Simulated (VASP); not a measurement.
# TaN (WC type) (P-6m2) in VASP: notebook, part 2 of 3

VASP 6.6.1. Earlier steps stand in the parts before.

## 4. Relaxation of shape and atoms at fixed volume, PBE

This run uses another cell than the first one, of 8.74 Å³/atom.

The input, INCAR:

```
  ALGO = Normal
  EDIFF = 1E-6
  EDIFFG = -0.005
  ENCUT = 600
  GGA = PE
  IBRION = 2
  ISIF = 4
  ISMEAR = -1
  LASPH = True
  LCHARG = False
  LREAL = False
  LWAVE = False
  NELM = 60
  NSW = 50
  PREC = Accurate
  SIGMA = 0.05
```

The input, KPOINTS:

```
k-points
0
Gamma
  15 15 13
```

The input, POSCAR:

```
TaN
1.0
    2.7386779988      0.0000000000      0.0000000000
   -1.3693389994      2.3717647197      0.0000000000
    0.0000000000      0.0000000000      2.6900111593
Ta N
1 1
Direct
    0.0000000000      0.0000000000      0.0000000000
    0.3333333333      0.6666666667      0.5000000000
```

Potentials or basis: VASP PAW PBE potentials, release 64 (Ta_pv, N).

Command:

```console
$ cat potpaw_PBE.64/Ta_pv/POTCAR potpaw_PBE.64/N/POTCAR > POTCAR
$ mpirun -np 1 vasp_std > vasp.out
```

OUTCAR:

```text
EDIFF = 1E-6
   EDIFFG = -0.005
   ENCUT = 600
   GGA = PE
   IBRION = 2
   ISIF = 4
   ISMEAR = -1
   LASPH = True
   LREAL = False
   NELM = 60
   NSW = 50
   PREC = Accurate

 ion  position               nearest neighbor table
   1  0.000  0.000  0.000-   2 2.08   2 2.08   2 2.08   2 2.08   2 2.08   2 2.08
   2  0.333  0.667  0.500-   1 2.08   1 2.08   1 2.08   1 2.08   1 2.08   1 2.08

  LATTYP: Found a hexagonal cell.
 ALAT       =     2.7386779988
 C/A-ratio  =     0.9822298059

  Lattice vectors:

 A1 = (   2.7386779988,   0.0000000000,   0.0000000000)
 A2 = (  -1.3693389994,   2.3717647197,   0.0000000000)
 A3 = (   0.0000000000,   0.0000000000,   2.6900111593)

Analysis of symmetry for initial positions (statically):
=====================================================================
 Subroutine PRICEL returns:
 Original cell was already a primitive cell.

 Routine SETGRP: Setting up the symmetry group for a
 hexagonal supercell.

 Subroutine GETGRP returns: Found 12 space group operations
 (whereof 12 operations were pure point group operations)
 out of a pool of 24 trial point group operations.

The static configuration has the point symmetry D_3h.

Analysis of symmetry for dynamics (positions and initial velocities):
=====================================================================
 Subroutine PRICEL returns:
 Original cell was already a primitive cell.

 Routine SETGRP: Setting up the symmetry group for a
 hexagonal supercell.

 Subroutine GETGRP returns: Found 12 space group operations
 (whereof 12 operations were pure point group operations)
 out of a pool of 24 trial point group operations.

The dynamic configuration has the point symmetry D_3h.

 Subroutine INISYM returns: Found 12 space group operations
 (whereof 12 operations are pure point group operations),
 and found     1 'primitive' translations

----------------------------------------------------------------------------------------

                                     Primitive cell

[... 134 lines left out ...]
  ---------------------------------------------------
  ext. energy  EPLUGINS =         0.00000000
  ---------------------------------------------------
  free energy    TOTEN  =       -21.04445026 eV

  energy without entropy =      -21.04329436  energy(sigma->0) =      -21.04387231

------------------------ aborting loop because EDIFF is reached ----------------------------------------

  FORCE on cell =-STRESS in cart. coord.  units (eV):
  Direction    XX          YY          ZZ          XY          YZ          ZX
  --------------------------------------------------------------------------------------
  -------------------------------------------------------------------------------------
  Total       12.9870090     12.9870090     14.5130627      0.0000000      0.0000000      0.0000000
  in kB     1190.8390445   1190.8390444   1330.7699789      0.0000000      0.0000000      0.0000000
  external PRESSURE =    1237.4826893 kB  Pullay stress =       0.0000000 kB
[... 59 lines left out ...]
--------------------------------------- Ionic step        3  -------------------------------------------

 number of electron      15.9999999 magnetization

 Free energy of the ion-electron system (eV)
  ---------------------------------------------------
  ext. energy  EPLUGINS =         0.00000000
  ---------------------------------------------------
  free energy    TOTEN  =       -21.05190289 eV

  energy without entropy =      -21.05076591  energy(sigma->0) =      -21.05133440

 E-fermi :  10.6837     XC(G=0): -14.5390

 val. band max:       10.6818331695   @ k =   0.4667   0.0667   0.4615
 cond. band min:      10.6895476122   @ k =   0.4667   0.0000   0.4615
 fundamental gap:      0.0077144428
 Fermi energy:        10.6836998205

 k-point     1 :       0.0000    0.0000    0.0000
  band No.  band energies     occupation
      1     -23.7286      2.00000
      2     -23.2073      2.00000
      3     -23.2073      2.00000
      4      -8.8017      2.00000
      5       5.1702      2.00000
      6       5.1702      2.00000
      7       5.2522      2.00000
      8       7.4063      2.00000
      9      14.5917      0.00000
     10      15.1418      0.00000
     11      15.1418      0.00000
     12      15.8952      0.00000
[... 331 lines left out ...]
 k-point    24 :       0.4000    0.2000    0.0000
  band No.  band energies     occupation
      1     -25.1409      2.00000
      2     -24.1919      2.00000
      3     -23.3654      2.00000
      4      -5.1366      2.00000
      5       1.5708      2.00000
      6       4.1483      2.00000
      7       4.8562      2.00000
      8       9.0766      2.00000
      9      12.2473      0.00000
     10      13.9976      0.00000
     11      15.1924      0.00000
     12      19.7015      0.00000

 [... further k-points ...]

------------------------ aborting loop because EDIFF is reached ----------------------------------------

  FORCE on cell =-STRESS in cart. coord.  units (eV):
  Direction    XX          YY          ZZ          XY          YZ          ZX
  --------------------------------------------------------------------------------------
  -------------------------------------------------------------------------------------
  Total       13.4269164     13.4269164     13.4206590     -0.0000000     -0.0000000      0.0000000
  in kB     1231.1761902   1231.1761901   1230.6024243     -0.0000000     -0.0000000      0.0000000
  external PRESSURE =    1230.9849349 kB  Pullay stress =       0.0000000 kB
[... 17 lines left out ...]
  FREE ENERGIE OF THE ION-ELECTRON SYSTEM (eV)
  ---------------------------------------------------
  free  energy   TOTEN  =       -21.0519028927 eV

  energy  without entropy=      -21.0507659083  energy(sigma->0) =      -21.05133440

 reached required accuracy - stopping structural energy minimisation
```

Run time: 76 s. Hardware: 1 thread of Intel Xeon 8259CL, shared host; peak memory 0.19 GiB.

Results:

* Free energy: -21.0519 eV
* Energy gained by relaxing: 3.7 meV/atom
* Ionic steps: 3
* Pressure after relaxing: 123.1 GPa
* Band gap on the k mesh: zero (bands 8 and 9 overlap by 0.62 eV)

Step by step:
```tsv
step	energy change (eV)	largest force (eV/Å)	pressure (GPa)	volume (Å³)
1	0.0000	0.0000	123.75	17.47
2	0.0088	0.0000	122.27	17.47
3	-0.0075	0.0000	123.10	17.47
```

Final structure:
```cif
data_structure
_symmetry_space_group_name_H-M 'P 1'
_symmetry_Int_Tables_number 1
_cell_length_a 2.7252
_cell_length_b 2.7252
_cell_length_c 2.7167
_cell_angle_alpha 90.000
_cell_angle_beta 90.000
_cell_angle_gamma 120.000
_cell_volume 17.47
loop_
_atom_site_label
_atom_site_type_symbol
_atom_site_fract_x
_atom_site_fract_y
_atom_site_fract_z
_atom_site_occupancy
Ta1 Ta 0.00000 0.00000 0.00000 1
N1 N 0.33333 0.66667 0.50000 1
```

Caveat: spin-orbit coupling is left out, which moves the levels of the heavy elements.

## 5. Relaxation of shape and atoms at fixed volume, PBE

This run uses another cell than the first one, of 9.61 Å³/atom.

The input, INCAR:

```
ALGO = Normal ; EDIFF = 1E-7
EDIFFG = -0.005 ; ENCUT = 600
GGA = PE ; IBRION = 2
ISIF = 4 ; ISMEAR = -1
LASPH = T ; LCHARG = F
LREAL = F ; LWAVE = F
NELM = 80 ; NSW = 50
PREC = Accurate ; SIGMA = 0.05
```

KPOINTS is that of step 4.

The input, POSCAR:

```
TaN
1.0
    2.8270828408      0.0000000000      0.0000000000
   -1.4135414204      2.4483255587      0.0000000000
    0.0000000000      0.0000000000      2.7768450301
Ta N
1 1
Direct
    0.0000000000      0.0000000000      0.0000000000
    0.3333333333      0.6666666667      0.5000000000
```

Potentials or basis: VASP PAW PBE potentials, release 64 (Ta_pv, N).

Command:

```console
$ cat potpaw_PBE.64/Ta_pv/POTCAR potpaw_PBE.64/N/POTCAR > POTCAR
$ mpirun -np 1 vasp_std > vasp.out
```

OUTCAR:

```text
EDIFF = 1E-7
   EDIFFG = -0.005
   ENCUT = 600
   GGA = PE
   IBRION = 2
   ISIF = 4
   ISMEAR = -1
   LASPH = T
   LREAL = F
   NELM = 80
   NSW = 50
   PREC = Accurate

 ion  position               nearest neighbor table
   1  0.000  0.000  0.000-   2 2.14   2 2.14   2 2.14   2 2.14   2 2.14   2 2.14
   2  0.333  0.667  0.500-   1 2.14   1 2.14   1 2.14   1 2.14   1 2.14   1 2.14

  LATTYP: Found a hexagonal cell.
 ALAT       =     2.8270828408
 C/A-ratio  =     0.9822298059

  Lattice vectors:

 A1 = (   2.8270828408,   0.0000000000,   0.0000000000)
 A2 = (  -1.4135414204,   2.4483255587,   0.0000000000)
 A3 = (   0.0000000000,   0.0000000000,   2.7768450301)

Analysis of symmetry for initial positions (statically):
=====================================================================
 Subroutine PRICEL returns:
 Original cell was already a primitive cell.

 Routine SETGRP: Setting up the symmetry group for a
 hexagonal supercell.

 Subroutine GETGRP returns: Found 12 space group operations
 (whereof 12 operations were pure point group operations)
 out of a pool of 24 trial point group operations.

The static configuration has the point symmetry D_3h.

Analysis of symmetry for dynamics (positions and initial velocities):
=====================================================================
 Subroutine PRICEL returns:
 Original cell was already a primitive cell.

 Routine SETGRP: Setting up the symmetry group for a
 hexagonal supercell.

 Subroutine GETGRP returns: Found 12 space group operations
 (whereof 12 operations were pure point group operations)
 out of a pool of 24 trial point group operations.

The dynamic configuration has the point symmetry D_3h.

 Subroutine INISYM returns: Found 12 space group operations
 (whereof 12 operations are pure point group operations),
 and found     1 'primitive' translations

----------------------------------------------------------------------------------------

                                     Primitive cell

  volume of cell :      19.2203

  direct lattice vectors                    reciprocal lattice vectors
     2.827082841  0.000000000  0.000000000     0.353721506  0.204221207  0.000000000
    -1.413541420  2.448325559  0.000000000     0.000000000  0.408442413  0.000000000
     0.000000000  0.000000000  2.776845030     0.000000000  0.000000000  0.360120925

  length of vectors
     2.827082841  2.827082841  2.776845030     0.408442413  0.408442413  0.360120925

  position of ions in fractional coordinates (direct lattice)
     0.000000000  0.000000000  0.000000000
     0.333333333  0.666666667  0.500000000

  ion indices of the primitive-cell ions
   primitive index   ion index
                 1           1
                 2           2

----------------------------------------------------------------------------------------

 KPOINTS: k-points

Automatic generation of k-mesh.
 Grid dimensions read from file:
 generate k-points for:   15   15   13

 Generating k-lattice:

  Cartesian coordinates                     Fractional coordinates (reciprocal lattice)
     0.023581434  0.013614747  0.000000000     0.066666667  0.000000000  0.000000000
     0.000000000  0.027229494  0.000000000     0.000000000  0.066666667  0.000000000
[... 52 lines left out ...]
   ISPIN  =      1    spin polarized calculation?
   LNONCOLLINEAR =      F non collinear calculations
   LSORBIT =      F    spin-orbit coupling
   LASPH  =      T    aspherical Exc in radial PAW
   ENCUT  =  600.0 eV  44.10 Ry    6.64 a.u.   5.65  5.65  5.55*2*pi/ulx,y,z
   NELM   =     80;   NELMIN=  2; NELMDL= -5     # of ELM steps
   EDIFF  = 0.1E-06   stopping-criterion for ELM
   LREAL  =      F    real-space projection
   EDIFFG = -.5E-02   stopping-criterion for IOM
   NSW    =     50    number of steps for IOM
   IBRION =      2    ionic relax: 0-MD 1-quasi-New 2-CG
   NFREE  =      1    steps in history (QN), initial steepest desc. (CG)
   ISIF   =      4    stress and relaxation
   ISYM   =      2    0-nonsym 1-usesym 2-fastsym
   POTIM  = 0.5000    time-step for ionic-motion
   TEBEG  =    0.0;   TEEND  =   0.0 temperature during run
   PSTRESS=    0.0 pullay stress
   NELECT =      16.0000    total number of electrons
   NUPDOWN=      -1.0000    fix difference up-down
   EMIN   =  10.00;   EMAX   =-10.00  energy-range for DOS
   EFERMI =   0.00;   METHOD = LEGACY
   ISMEAR =    -1;   SIGMA  =   0.05  broadening in eV -4-tet -1-fermi 0-gaus
   EFERMI_NEDOS =   21; number of points for ismear=-14 and -15
   IALGO  =     38    algorithm
   IMIX   =      4    mixing-type and parameters
     AMIX     =   0.40;   BMIX     =  1.00
     AMIX_MAG =   1.60;   BMIX_MAG =  1.00
  volume/ion in A,a.u.               =       9.61        64.85
  Fermi-wavevector in a.u.,A,eV,Ry     =   1.540027  2.910229 32.268715  2.371684
  Thomas-Fermi vector in A             =   2.646172
   LORBIT       =      0    0 simple, 1 ext, 2 COOP (PROOUT), +10 PAW based schemes
   GGA     = PE    functional components
   LHFCALC =     F    Hartree Fock is set to
   AEXX    =    0.0000 exact exchange contribution
   IVDW    =     0    specifies the selected vdW correction
   LEPSILON=     F    determine dielectric tensor
   LRPA    =     F    only Hartree local field effects (RPA)
 conjugate gradient relaxation of ions
 non-spin polarized calculation
  energy-cutoff  :      600.00
  volume of cell :       19.22
 maximum number of plane-waves:       658
 NGX is ok and might be reduce to    24
   NGX = 11   NGY = 11   NGZ = 11

--------------------------------------- Ionic step        1  -------------------------------------------

 number of electron      16.0000001 magnetization

 Free energy of the ion-electron system (eV)
  ---------------------------------------------------
  ext. energy  EPLUGINS =         0.00000000
  ---------------------------------------------------
  free energy    TOTEN  =       -22.01395467 eV

  energy without entropy =      -22.01338811  energy(sigma->0) =      -22.01367139

------------------------ aborting loop because EDIFF is reached ----------------------------------------

  FORCE on cell =-STRESS in cart. coord.  units (eV):
  Direction    XX          YY          ZZ          XY          YZ          ZX
  --------------------------------------------------------------------------------------
  -------------------------------------------------------------------------------------
  Total        6.7187736      6.7187736      7.5309241      0.0000000      0.0000000      0.0000000
  in kB      560.0686276    560.0686276    627.7684877      0.0000000      0.0000000      0.0000000
  external PRESSURE =     582.6352476 kB  Pullay stress =       0.0000000 kB
[... 59 lines left out ...]
--------------------------------------- Ionic step        3  -------------------------------------------

 number of electron      16.0000002 magnetization

 Free energy of the ion-electron system (eV)
  ---------------------------------------------------
  ext. energy  EPLUGINS =         0.00000000
  ---------------------------------------------------
  free energy    TOTEN  =       -22.01620238 eV

  energy without entropy =      -22.01568920  energy(sigma->0) =      -22.01594579

 E-fermi :   9.4899     XC(G=0): -13.9880

 val. band max:        9.3715671643   @ k =   0.0000   0.0000   0.4615
 cond. band min:       9.5131432859   @ k =   0.0000   0.0000   0.3846
 fundamental gap:      0.1415761216
 Fermi energy:         9.4898931151

 k-point     1 :       0.0000    0.0000    0.0000
  band No.  band energies     occupation
      1     -25.0534      2.00000
      2     -24.6729      2.00000
      3     -24.6729      2.00000
      4      -9.1630      2.00000
      5       4.4815      2.00000
      6       4.4815      2.00000
      7       4.6983      2.00000
      8       6.3926      2.00000
      9      12.6744      0.00000
     10      13.5800      0.00000
     11      13.5800      0.00000
     12      14.1750      0.00000
[... 331 lines left out ...]
 k-point    24 :       0.4000    0.2000    0.0000
  band No.  band energies     occupation
      1     -26.0628      2.00000
      2     -25.3781      2.00000
      3     -24.8049      2.00000
      4      -6.0590      2.00000
      5       0.9983      2.00000
      6       3.6561      2.00000
      7       4.0482      2.00000
      8       8.1212      2.00000
      9      11.1023      0.00000
     10      12.4800      0.00000
     11      13.5240      0.00000
     12      17.5851      0.00000

 [... further k-points ...]

------------------------ aborting loop because EDIFF is reached ----------------------------------------

  FORCE on cell =-STRESS in cart. coord.  units (eV):
  Direction    XX          YY          ZZ          XY          YZ          ZX
  --------------------------------------------------------------------------------------
  -------------------------------------------------------------------------------------
  Total        6.9522659      6.9522659      6.9537691     -0.0000000     -0.0000000      0.0000000
  in kB      579.5322547    579.5322547    579.6575614     -0.0000000     -0.0000000      0.0000000
  external PRESSURE =     579.5740236 kB  Pullay stress =       0.0000000 kB
[... 17 lines left out ...]
  FREE ENERGIE OF THE ION-ELECTRON SYSTEM (eV)
  ---------------------------------------------------
  free  energy   TOTEN  =       -22.0162023765 eV

  energy  without entropy=      -22.0156891954  energy(sigma->0) =      -22.01594579

 reached required accuracy - stopping structural energy minimisation
```

Wall time 78 s (1 thread of Intel Xeon 8259CL, shared host); peak memory 0.19 GiB.

What came out:

```
Free energy               : -22.0162 eV
Energy gained by relaxing : 1.1 meV/atom
Ionic steps               : 3
Pressure after relaxing   : 58.0 GPa
Band gap on the k mesh    : zero (bands 8 and 9 overlap by 0.54 eV)
```

The path:
| step | energy change (eV) | largest force (eV/Å) | pressure (GPa) | volume (Å³) |
| --- | --- | --- | --- | --- |
| 1 | 0.0000 | 0.0000 | 58.26 | 19.22 |
| 2 | 0.0017 | 0.0000 | 57.58 | 19.22 |
| 3 | -0.0022 | 0.0000 | 57.96 | 19.22 |

Final structure:
```yaml
crystal:
  lattice:
    - [2.81918, 0.00000, 0.00000]
    - [-1.40959, 2.44148, 0.00000]
    - [0.00000, 0.00000, 2.79244]
  atoms:
    - { symbol: Ta, position: [0.00000, 0.00000, 0.00000] }
    - { symbol: N, position: [0.33333, 0.66667, 0.50000] }
```

Caveat: spin-orbit coupling is left out, which moves the levels of the heavy elements.

## 6. Relaxation of cell and atoms, PBE

This run uses another cell than the first one, of 10.00 Å³/atom.

The input, INCAR:

```
SYSTEM = TaN
PREC = Accurate
ENCUT = 600
EDIFF = 1E-6
ISMEAR = -1
SIGMA = 0.05
LREAL = .False.
LASPH = .True.
NELM = 60
ALGO = Normal
ISIF = 3
LWAVE = .False.
LCHARG = .False.
GGA = PE
IBRION = 2
NSW = 60
EDIFFG = -0.005
```

The input, KPOINTS:

```
Automatic mesh
0
Gamma
  15 15 13
  0 0 0
```

The input, POSCAR:

```
TaN
1.0
    2.8669784559      0.0000000000      0.0000000000
   -1.4334892280      2.4828761749      0.0000000000
    0.0000000000      0.0000000000      2.8096388868
Ta N
1 1
Direct
    0.0000000000      0.0000000000      0.0000000000
    0.3333333333      0.6666666667      0.5000000000
```

Potentials or basis: VASP PAW PBE potentials, release 64 (Ta_pv, N).

Command:

```console
$ cat potpaw_PBE.64/Ta_pv/POTCAR potpaw_PBE.64/N/POTCAR > POTCAR
$ mpirun -np 1 vasp_std > vasp.out
```

It took 3.6 min on 1 thread of Intel Xeon 8259CL, shared host; peak memory 0.21 GiB.

It converged, with:

| Property | Result |
| --- | --- |
| Free energy | -22.4461 eV |
| Relaxed volume | 10.94 Å³/atom |
| Relaxed cell | a = 2.952 Å, b = 2.952 Å, c = 2.900 Å, α = 90.00°, β = 90.00°, γ = 120.00° |
| Space group after relaxing (to 0.1 Å) | P-6m2 (No. 187) |
| Energy gained by relaxing | 100.8 meV/atom |
| Ionic steps | 13 |
| Pressure after relaxing | 0.0 GPa |
| Band gap on the k mesh | zero (bands 8 and 9 overlap by 0.44 eV) |

Step by step:
| step | energy change (eV) | largest force (eV/Å) | pressure (GPa) | volume (Å³) |
| --- | --- | --- | --- | --- |
| 1 | 0.0000 | 0.0000 | 37.12 | 20.00 |
| 2 | 0.8132 | 0.0000 | -46.81 | 27.48 |
| 3 | -0.1999 | 0.0000 | -2.64 | 22.05 |
| 4 | -0.2014 | 0.0000 | -0.27 | 21.89 |
| 5 | -0.2014 | 0.0000 | 0.30 | 21.86 |
| 6 | -0.2015 | 0.0000 | 0.25 | 21.87 |
| 7 | -0.2016 | 0.0000 | 0.30 | 21.86 |
| 8 | -0.2016 | 0.0000 | 0.28 | 21.86 |
| 9 | -0.2015 | 0.0000 | 0.33 | 21.86 |
| 10 | -0.2016 | 0.0000 | 0.29 | 21.86 |
| 11 | -0.2016 | 0.0000 | 0.30 | 21.86 |
| 12 | -0.2015 | 0.0000 | -0.42 | 21.91 |
| 13 | -0.2016 | 0.0000 | -0.01 | 21.88 |

Final structure:
```
Ta N
1.0
     2.95169    0.00000    0.00000
    -1.47585    2.55624    0.00000
     0.00000    0.00000    2.89976
Ta N
1 1
Direct
  0.00000 0.00000 0.00000
  0.33333 0.66667 0.50000
```

Levels at points of the mesh, in eV from the Fermi level:
```csv
k point,band 5,band 6,band 7,band 8,band 9,band 10,band 11,band 12
"(0.00, 0.00, 0.00)",-4.50,-4.50,-4.15,-2.93,2.10,3.50,3.50,3.90
```

Caveat: spin-orbit coupling is left out, which moves the levels of the heavy elements.

[end of part 2 of 3]
